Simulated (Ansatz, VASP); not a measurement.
**ZnO: VASP beside Ansatz**

```
Zn O
1.0
    -2.85789    2.85789    3.45397
     2.85789   -2.85789    3.45397
     2.85789    2.85789   -3.45397
Zn O
2 2
Direct
  0.00000 0.00000 0.00000
  0.50000 0.50000 0.00000
  0.25000 0.25000 0.00000
  0.75000 0.75000 0.00000
```

Alike in both runs: functional PBE; k mesh 6 × 6 × 6; occupations gaussian, width 0.1 eV; no spin polarisation.

Ansatz relaxed the structure, and its values are those at the end. VASP's run is a single point on that final structure, the one shown.

```csv
,VASP,Ansatz
version,VASP 6.6.1,Ansatz 0.2.0
potentials or method,"VASP PAW PBE potentials, release 64 (Zn, O), cutoff 520 eV","scalar-relativistic, plane waves, PAW"
valence electrons in the cell,36,36
```

```tsv
	VASP	Ansatz	Ansatz less VASP
gap on the k mesh at the Fermi level (eV)	1.34	1.34	+0.003
least direct gap on the mesh (eV)	1.61	1.61	+0.002
pressure (GPa)	0.9	0.3	-0.61
```
